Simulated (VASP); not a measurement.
**Ir: single point with PBEsol**

Ir:

```
CELL_PARAMETERS angstrom
4.39132 0.00000 0.00000
-2.19566 3.80299 0.00000
0.00000 0.00000 2.70862
ATOMIC_POSITIONS crystal
Ir 0.00000 0.00000 0.00000
Ir 0.33333 0.66667 0.50000
Ir 0.66667 0.33333 0.50000
```

This cell differs from its parent crystal: volume scaled by 1.04.

```yaml
Program: VASP 6.6.1
Task: single point
Functional: PBEsol
Potentials_or_basis: VASP PAW PBE potentials, release 64 (Ir)
Cutoff: 520 eV
k_mesh: 11 × 11 × 15
Occupations: fermi-dirac, width 0.1 eV
Spin: no spin polarisation
Dipole_correction: no
Further_INCAR_settings: ALGO = Normal; EDIFF = 1e-06; NBANDS = 20
```

| Property | Result |
| --- | --- |
| Pressure | -12.1 GPa |

Stress tensor (GPa, compression positive):
```
-12.34   0.00   0.00
  0.00 -12.34   0.00
  0.00   0.00 -11.67
```

Levels at points of the mesh, in eV from the Fermi level:
| k point | band 11 | band 12 | band 13 | band 14 | band 15 | band 16 | band 17 | band 18 |
| --- | --- | --- | --- | --- | --- | --- | --- | --- |
| (0.00, 0.00, 0.00) | -1.94 | -1.94 | -1.90 | -1.90 | 1.12 | 1.12 | 5.82 | 7.10 |

Run time: 35 s on 1 thread of Intel(R) Xeon(R) 6975P-C (Granite Rapids), on a shared host, peak memory 0.23 GiB.

Caveat: the PAW data sets were made with another functional, which shifts forces and pressure a little; spin-orbit coupling is left out, which moves the levels of the heavy elements.
